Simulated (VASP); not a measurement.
Set up this calculation in VASP 6.6.1, as the native input.

```
Task                   : single point
Functional             : LDA
Potentials or basis    : VASP PAW LDA potentials, release 64 (Mg, O)
Cutoff                 : 520 eV
k mesh                 : 10 × 10 × 10
Occupations            : gaussian, width 0.05 eV
Spin                   : no spin polarisation
Dipole correction      : no
Further INCAR settings : ALGO = Normal; EDIFF = 1e-06; NBANDS = 11
```

The structure of MgO lies in POSCAR:

```
MgO
1.0
    0.0000000000      2.1351500000      2.1351500000
    2.1351500000      0.0000000000      2.1351500000
    2.1351500000      2.1351500000      0.0000000000
Mg O
1 1
Direct
    0.0000000000      0.0000000000      0.0000000000
    0.5058543896      0.5058543896      0.4941456104
```

This cell differs from its parent crystal: all O atoms moved +0.025 Å, as atom 2 along Cartesian [0 0 1].

These files were run (other wordings do the same):

INCAR

```
PREC = Accurate
ENCUT = 520
EDIFF = 1E-6
ISMEAR = 0
SIGMA = 0.05
LREAL = F
LASPH = T
NELM = 80
ALGO = Normal
ISIF = 2
LWAVE = F
LCHARG = T
GGA = CA
LELF = T
LVHAR = T
NBANDS = 11
```

KPOINTS

```
regular mesh
0
Gamma
  10 10 10
```

Potentials or basis: VASP PAW LDA potentials, release 64 (Mg, O).

The run is started by

```bash
$ cat potpaw_LDA.64/Mg/POTCAR potpaw_LDA.64/O/POTCAR > POTCAR
$ mpirun -np 1 vasp_std > vasp.out
```

Results of the run:

```json
{
  "Pressure": "-13.2 GPa",
  "Largest force": "0.102 eV/Å",
  "Band gap on the k mesh": "4.27 eV, direct"
}
```

Caveat: the cell differs from its parent crystal (all O atoms moved +0.025 Å, as atom 2 along Cartesian [0 0 1]).

Wall time 28 s on 1 thread of AMD EPYC 7R43 64-Core Processor (Zen 3), on a shared host, peak memory 0.11 GiB.
